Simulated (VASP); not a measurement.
# AlN (F-43m) in VASP: further runs

AlN is run at these levels: HSE06; tasks: single point.

Everything below comes from runs of VASP 6.6.1. Logs are shortened: lines on timing, memory, paths and dates and some standing lists are left out, and cuts for length are marked.

### 1 The cell of the first run

It takes space group F-43m (No. 216, cubic). Conventional cell: a = 4.282 Å, b = 4.282 Å, c = 4.282 Å, α = 90.00°, β = 90.00°, γ = 90.00°. Al (site symmetry -43m) has 4 N at 1.85 Å within 2.5 Å. N (site symmetry -43m) has 4 Al at 1.85 Å within 2.5 Å.

### 2 Single point, HSE06 (strain -2.0%)

POSCAR reads:

```
AlN
1.0
    0.0000000000      2.1411788842      2.1411788842
    2.1411788842      0.0000000000      2.1411788842
    2.1411788842      2.1411788842      0.0000000000
Al N
1 1
Direct
    0.0000000000      0.0000000000      0.0000000000
    0.2500000000      0.2500000000      0.2500000000
```

INCAR.step1 reads:

```
SYSTEM = AlN
  PREC = Accurate
  ENCUT = 520
  EDIFF = 1E-5
  ISMEAR = 0
  SIGMA = 0.01
  LREAL = .False.
  LASPH = .True.
  NELM = 80
  ALGO = Normal
  ISIF = 2
  LWAVE = .True.
  NBANDS = 11
  GGA = PE
```

INCAR.step2 reads:

```
SYSTEM = AlN
  PREC = Accurate
  ENCUT = 520
  EDIFF = 1E-7
  ISMEAR = 0
  SIGMA = 0.01
  LREAL = .False.
  LASPH = .True.
  NELM = 80
  ALGO = Normal
  ISIF = 2
  LWAVE = .False.
  LCHARG = .True.
  GGA = PE
  LHFCALC = .True.
  HFSCREEN = 0.2079
  PRECFOCK = Normal
  LELF = .True.
  LVHAR = .True.
  NBANDS = 11
  ISTART = 1
```

KPOINTS reads:

```
Automatic mesh
0
Gamma
  8 8 8
  0 0 0
```

Potentials or basis: VASP PAW PBE potentials, release 64 (Al, N).

Launch:

```
$ cat potpaw_PBE.64/Al/POTCAR potpaw_PBE.64/N/POTCAR > POTCAR
$ cp INCAR.step1 INCAR
$ mpirun -np 1 vasp_std > vasp.out
$ cp INCAR.step2 INCAR
$ mpirun -np 1 vasp_std > vasp.out
```

OUTCAR:

```text
SYSTEM = AlN
   PREC = Accurate
   ENCUT = 520
   EDIFF = 1E-7
   ISMEAR = 0
   LREAL = .False.
   LASPH = .True.
   NELM = 80
   ISIF = 2
   GGA = PE
   LHFCALC = .True.
   HFSCREEN = 0.2079
   PRECFOCK = Normal
   ISTART = 1

 ion  position               nearest neighbor table
   1  0.000  0.000  0.000-   2 1.85   2 1.85   2 1.85   2 1.85
   2  0.250  0.250  0.250-   1 1.85   1 1.85   1 1.85   1 1.85

  LATTYP: Found a face centered cubic cell.
 ALAT       =     4.2823577684

  Lattice vectors:

 A1 = (   0.0000000000,   2.1411788842,   2.1411788842)
 A2 = (   2.1411788842,   0.0000000000,   2.1411788842)
 A3 = (   2.1411788842,   2.1411788842,   0.0000000000)

Analysis of symmetry for initial positions (statically):
=====================================================================
 Subroutine PRICEL returns:
 Original cell was already a primitive cell.

 Routine SETGRP: Setting up the symmetry group for a
 face centered cubic supercell.

 Subroutine GETGRP returns: Found 24 space group operations
 (whereof 24 operations were pure point group operations)
 out of a pool of 48 trial point group operations.

The static configuration has the point symmetry T_d .

Analysis of symmetry for dynamics (positions and initial velocities):
=====================================================================
 Subroutine PRICEL returns:
 Original cell was already a primitive cell.

 Routine SETGRP: Setting up the symmetry group for a
 face centered cubic supercell.

 Subroutine GETGRP returns: Found 24 space group operations
 (whereof 24 operations were pure point group operations)
 out of a pool of 48 trial point group operations.

The dynamic configuration has the point symmetry T_d .

 Subroutine INISYM returns: Found 24 space group operations
 (whereof 24 operations are pure point group operations),
 and found     1 'primitive' translations

----------------------------------------------------------------------------------------

                                     Primitive cell

  volume of cell :      19.6331

  direct lattice vectors                    reciprocal lattice vectors
     0.000000000  2.141178884  2.141178884    -0.233516220  0.233516220  0.233516220
     2.141178884  0.000000000  2.141178884     0.233516220 -0.233516220  0.233516220
     2.141178884  2.141178884  0.000000000     0.233516220  0.233516220 -0.233516220

  length of vectors
     3.028084218  3.028084218  3.028084218     0.404461958  0.404461958  0.404461958

  position of ions in fractional coordinates (direct lattice)
     0.000000000  0.000000000  0.000000000
     0.250000000  0.250000000  0.250000000

  ion indices of the primitive-cell ions
   primitive index   ion index
                 1           1
                 2           2

----------------------------------------------------------------------------------------

 KPOINTS: Automatic mesh

Automatic generation of k-mesh.
 Grid dimensions read from file:
 generate k-points for:    8    8    8

 Generating k-lattice:

  Cartesian coordinates                     Fractional coordinates (reciprocal lattice)
    -0.029189528  0.029189528  0.029189528     0.125000000  0.000000000  0.000000000
     0.029189528 -0.029189528  0.029189528     0.000000000  0.125000000  0.000000000
     0.029189528  0.029189528 -0.029189528     0.000000000  0.000000000  0.125000000

  Length of vectors
     0.050557745  0.050557745  0.050557745

  Shift w.r.t. Gamma in fractional coordinates (k-lattice)
     0.000000000  0.000000000  0.000000000

 Subroutine IBZKPT returns following result:
 ===========================================

 Found     29 irreducible k-points:

 Following reciprocal coordinates:
            Coordinates               Weight
  0.000000  0.000000  0.000000      1.000000
  0.125000  0.000000  0.000000      8.000000
  0.250000  0.000000  0.000000      8.000000
  0.375000  0.000000  0.000000      8.000000
  0.500000  0.000000  0.000000      4.000000
  0.125000  0.125000  0.000000      6.000000
[... 16 lines left out ...]
  0.500000  0.250000  0.125000     48.000000
 -0.375000  0.250000  0.125000     24.000000
 [... further k-points ...]
   k-points           NKPTS =     29   k-points in BZ     NKDIM =    512   number of bands    NBANDS=     11
   number of dos      NEDOS =    301   number of ions     NIONS =      2
   total plane-waves  NPLWV =  13824
   dimension x,y,z NGX =    24 NGY =   24 NGZ =   24
   dimension x,y,z NGXF=    48 NGYF=   48 NGZF=   48
   ions per type =               1   1
   NGX,Y,Z   is equivalent  to a cutoff of  13.18, 13.18, 13.18 a.u.
   NGXF,Y,Z  is equivalent  to a cutoff of  26.35, 26.35, 26.35 a.u.
 SYSTEM =  AlN
   PREC   = accura    normal or accurate (medium, high low for compatibility)
   ISTART =      1    job   : 0-new  1-cont  2-samecut
   ICHARG =      0    charge: 1-file 2-atom 10-const
   ISPIN  =      1    spin polarized calculation?
   LNONCOLLINEAR =      F non collinear calculations
   LSORBIT =      F    spin-orbit coupling
   LASPH  =      T    aspherical Exc in radial PAW
   ENCUT  =  520.0 eV  38.22 Ry    6.18 a.u.   5.63  5.63  5.63*2*pi/ulx,y,z
   NELM   =     80;   NELMIN=  2; NELMDL=  0     # of ELM steps
   EDIFF  = 0.1E-06   stopping-criterion for ELM
   LREAL  =      F    real-space projection
   EDIFFG = 0.1E-05   stopping-criterion for IOM
   NSW    =      0    number of steps for IOM
   IBRION =     -1    ionic relax: 0-MD 1-quasi-New 2-CG
   NFREE  =      0    steps in history (QN), initial steepest desc. (CG)
   ISIF   =      2    stress and relaxation
   ISYM   =      3    0-nonsym 1-usesym 2-fastsym
   POTIM  = 0.5000    time-step for ionic-motion
   TEBEG  =    0.0;   TEEND  =   0.0 temperature during run
   PSTRESS=    0.0 pullay stress
   NELECT =       8.0000    total number of electrons
   NUPDOWN=      -1.0000    fix difference up-down
   EMIN   =  10.00;   EMAX   =-10.00  energy-range for DOS
   EFERMI =   0.00;   METHOD = LEGACY
   ISMEAR =     0;   SIGMA  =   0.01  broadening in eV -4-tet -1-fermi 0-gaus
   EFERMI_NEDOS =   21; number of points for ismear=-14 and -15
   IALGO  =     38    algorithm
   IMIX   =      1    mixing-type and parameters
     AMIX     =   0.40;   BMIX     =  1.00
     AMIX_MAG =   1.60;   BMIX_MAG =  1.00
  volume/ion in A,a.u.               =       9.82        66.25
  Fermi-wavevector in a.u.,A,eV,Ry     =   1.213692  2.293546 20.042043  1.473049
  Thomas-Fermi vector in A             =   2.349136
   LORBIT       =      0    0 simple, 1 ext, 2 COOP (PROOUT), +10 PAW based schemes
   GGA     = PE    functional components
   LHFCALC =     T    Hartree Fock is set to
   PRECFOCK=normal    Normal, Fast or Accurate (Low or Medium for compatibility)
   ENCUT4O =  -1.0   cutoff for four orbital integrals eV
   NKREDX  =     1    reduce k-point grid by
   NKREDY  =     1    reduce k-point grid by
   NKREDZ  =     1    reduce k-point grid by
   AEXX    =    0.2500 exact exchange contribution
   HFSCREEN=    0.2079 screening length (either q_TF or 0.3 A-1)
   HFSCREENC=   0.2079 screening length for correlation (either q_TF or 0.3 A-1)
   ENCUTFOCK=  -1.0 apply spherical cutoff to Coloumb kernel
   IVDW    =     0    specifies the selected vdW correction
   LEPSILON=     F    determine dielectric tensor
   LRPA    =     F    only Hartree local field effects (RPA)
 non-spin polarized calculation
 Gauss-broadening in eV      SIGMA  =   0.01
  energy-cutoff  :      520.00
  volume of cell :       19.63
 maximum number of plane-waves:       544
 NGX is ok and might be reduce to    24
  NGX = 18; NGY = 18; NGZ = 18

 number of electron       7.9999998 magnetization

 Free energy of the ion-electron system (eV)
  ---------------------------------------------------
  ext. energy  EPLUGINS =         0.00000000
  ---------------------------------------------------
  free energy    TOTEN  =       -17.34925298 eV

  energy without entropy =      -17.34925298  energy(sigma->0) =      -17.34925298

 E-fermi :   5.7281     XC(G=0):  -9.2170

 val. band max:        5.5964984063   @ k =   0.0000   0.0000   0.0000
 cond. band min:      10.2067269003   @ k =   0.5000   0.5000   0.0000
 fundamental gap:      4.6102284939
 Fermi energy:         5.7281325211

 k-point     1 :       0.0000    0.0000    0.0000
  band No.  band energies     occupation
      1     -11.2462      2.00000
      2       5.5965      2.00000
      3       5.5965      2.00000
      4       5.5965      2.00000
      5      11.7375      0.00000
      6      20.4768      0.00000
      7      20.4768      0.00000
      8      20.4768      0.00000
      9      25.7235      0.00000
     10      25.7235      0.00000
     11      27.2432      0.00000

 k-point     2 :       0.1250    0.0000    0.0000
  band No.  band energies     occupation
      1     -10.9852      2.00000
      2       4.3421      2.00000
      3       5.5086      2.00000
      4       5.5086      2.00000
      5      12.6976      0.00000
      6      19.8998      0.00000
      7      20.6782      0.00000
      8      20.6782      0.00000
      9      24.0259      0.00000
     10      24.0259      0.00000
     11      26.0609      0.00000

 k-point     3 :       0.2500    0.0000    0.0000
  band No.  band energies     occupation
      1     -10.2668      2.00000
      2       1.9873      2.00000
      3       5.3100      2.00000
      4       5.3100      2.00000
      5      14.1060      0.00000
      6      18.8675      0.00000
      7      20.1374      0.00000
      8      20.1374      0.00000
      9      24.2804      0.00000
     10      24.2804      0.00000
     11      25.3031      0.00000
[... 267 lines left out ...]
 k-point    23 :       0.5000    0.2500    0.1250
  band No.  band energies     occupation
      1      -8.8951      2.00000
      2       0.4118      2.00000
      3       3.2709      2.00000
      4       4.5540      2.00000
      5      14.3992      0.00000
      6      17.3914      0.00000
      7      19.5662      0.00000
      8      20.8418      0.00000
      9      24.2724      0.00000
     10      28.1697      0.00000
     11      30.2286      0.00000

 k-point    24 :      -0.3750    0.2500    0.1250
  band No.  band energies     occupation
      1      -8.4981      2.00000
      2      -0.2033      2.00000
      3       3.1070      2.00000
      4       4.3413      2.00000
      5      14.4112      0.00000
      6      17.0144      0.00000
      7      20.2042      0.00000
      8      20.7430      0.00000
      9      25.5635      0.00000
     10      27.0963      0.00000
     11      30.5665      0.00000

 [... further k-points ...]

------------------------ aborting loop because EDIFF is reached ----------------------------------------

  FORCE on cell =-STRESS in cart. coord.  units (eV):
  Direction    XX          YY          ZZ          XY          YZ          ZX
  --------------------------------------------------------------------------------------
  -------------------------------------------------------------------------------------
  Total        1.6591512      1.6591512      1.6591512     -0.0000000      0.0000000     -0.0000000
  in kB      135.3965835    135.3965835    135.3965835     -0.0000000      0.0000000     -0.0000000
  external PRESSURE =     135.3965835 kB  Pullay stress =       0.0000000 kB

 VOLUME and BASIS-vectors are now :
 -----------------------------------------------------------------------------
  energy-cutoff  :      520.00
  volume of cell :       19.63
      direct lattice vectors                 reciprocal lattice vectors
     0.000000000  2.141178884  2.141178884    -0.233516220  0.233516220  0.233516220
     2.141178884  0.000000000  2.141178884     0.233516220 -0.233516220  0.233516220
     2.141178884  2.141178884  0.000000000     0.233516220  0.233516220 -0.233516220

 POSITION                                       TOTAL-FORCE (eV/Angst)
 -----------------------------------------------------------------------------------
      0.00000      0.00000      0.00000        -0.000000     -0.000000      0.000000
      1.07059      1.07059      1.07059         0.000000      0.000000     -0.000000
 -----------------------------------------------------------------------------------
    total drift:                                0.000000     -0.000000     -0.000000

  FREE ENERGIE OF THE ION-ELECTRON SYSTEM (eV)
  ---------------------------------------------------
  free  energy   TOTEN  =       -17.3492529752 eV

  energy  without entropy=      -17.3492529752  energy(sigma->0) =      -17.34925298
```

Run time: 63 min. Hardware: 1 thread of Intel Xeon 8259CL, shared host; peak memory 0.25 GiB.

Results:

```
Free energy            : -17.3493 eV
Pressure               : 13.5 GPa
Band gap on the k mesh : 4.61 eV (least direct gap 6.14 eV)
```

Caveat: the cell differs from its parent crystal (strain -2.0%); the cell stands under pressure; the structure was generated, so it needn't be the stable form of AlN; the PAW data sets were made with another functional, which shifts forces and pressure a little.

### 3 Single point, HSE06 (strain -1.0%)

POSCAR reads:

```
AlN
1.0
    0.0000000000      2.1630276483      2.1630276483
    2.1630276483      0.0000000000      2.1630276483
    2.1630276483      2.1630276483      0.0000000000
Al N
1 1
Direct
    0.0000000000      0.0000000000      0.0000000000
    0.2500000000      0.2500000000      0.2500000000
```

INCAR.step1 reads:

```
  PREC = Accurate
  ENCUT = 520
  EDIFF = 1E-5
  ISMEAR = 0
  SIGMA = 0.01
  LREAL = F
  LASPH = T
  NELM = 60
  ALGO = Normal
  ISIF = 2
  LWAVE = T
  LCHARG = F
  GGA = PE
  NBANDS = 11
```

INCAR.step2 reads:

```
  PREC = Accurate
  ENCUT = 520
  EDIFF = 1E-6
  ISMEAR = 0
  SIGMA = 0.01
  LREAL = F
  LASPH = T
  NELM = 60
  ALGO = Normal
  ISIF = 2
  LWAVE = F
  LCHARG = F
  GGA = PE
  LHFCALC = T
  HFSCREEN = 0.2079
  PRECFOCK = Normal
  ISTART = 1
  NBANDS = 11
```

KPOINTS reads:

```
Automatic mesh
0
Gamma
  8 8 8
```

Potentials or basis: VASP PAW PBE potentials, release 64 (Al, N).

Launch:

```
$ cat potpaw_PBE.64/Al/POTCAR potpaw_PBE.64/N/POTCAR > POTCAR
$ cp INCAR.step1 INCAR
$ mpirun -np 1 vasp_std > vasp.out
$ cp INCAR.step2 INCAR
$ mpirun -np 1 vasp_std > vasp.out
```

Run time: 49 min. Hardware: 1 thread of Intel Xeon 8259CL, shared host; peak memory 0.26 GiB.

It converged, with:

- Free energy: -17.3862 eV
- Pressure: 5.9 GPa
- Band gap on the k mesh: 4.58 eV (least direct gap 5.84 eV)

Levels at points of the mesh, in eV from the valence-band top:
| k point | band 1 | band 2 | band 3 | band 4 | band 5 | band 6 | band 7 | band 8 | band 9 |
| --- | --- | --- | --- | --- | --- | --- | --- | --- | --- |
| (0.00, 0.00, 0.00) | -16.65 | 0.00 | 0.00 | 0.00 | 5.84 | 14.55 | 14.55 | 14.55 | 19.85 |
| (0.50, 0.00, 0.00) | -14.38 | -6.48 | -0.54 | -0.54 | 9.16 | 11.86 | 12.96 | 12.96 | 20.34 |
| (0.50, 0.50, 0.00) | -13.67 | -5.43 | -1.98 | -1.98 | 4.58 | 10.27 | 16.53 | 18.21 | 18.21 |

Caveat: the cell differs from its parent crystal (strain -1.0%); the cell stands under pressure; the structure was generated, so it needn't be the stable form of AlN; the PAW data sets were made with another functional, which shifts forces and pressure a little.
